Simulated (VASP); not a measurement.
A run of VASP 6.6.1 is set up as follows.

INCAR

```
SYSTEM = Rb
PREC = Accurate ; ENCUT = 500
EDIFF = 1E-6 ; ISMEAR = -1
SIGMA = 0.05 ; LREAL = .False.
LASPH = .True. ; NELM = 120
ALGO = Normal ; ISIF = 2
LWAVE = .False. ; LCHARG = .True.
GGA = PE ; LELF = .True.
LVHAR = .True. ; NBANDS = 10
GGA_COMPAT = .False.
```

Contents of KPOINTS:

```
Automatic mesh
0
Gamma
  6 6 6
  0 0 0
```

Contents of POSCAR:

```
Rb
1.0
   -2.8025000000      2.8025000000      2.8585500000
    2.8025000000     -2.8025000000      2.8585500000
    2.8025000000      2.8025000000     -2.8585500000
Rb
1
Direct
    0.0000000000      0.0000000000      0.0000000000
```

Potentials or basis: VASP PAW PBE potentials, release 64 (Rb_sv).

Run with:

```sh
$ cat potpaw_PBE.64/Rb_sv/POTCAR > POTCAR
$ mpirun -np 1 vasp_std > vasp.out
```

Problem. What does it give for the pressure?

Solution. 0.1 GPa.

Problem. What does it give for the band gap on the k mesh?

Solution. Zero (an odd number of electrons rules out a gap without spin polarisation).
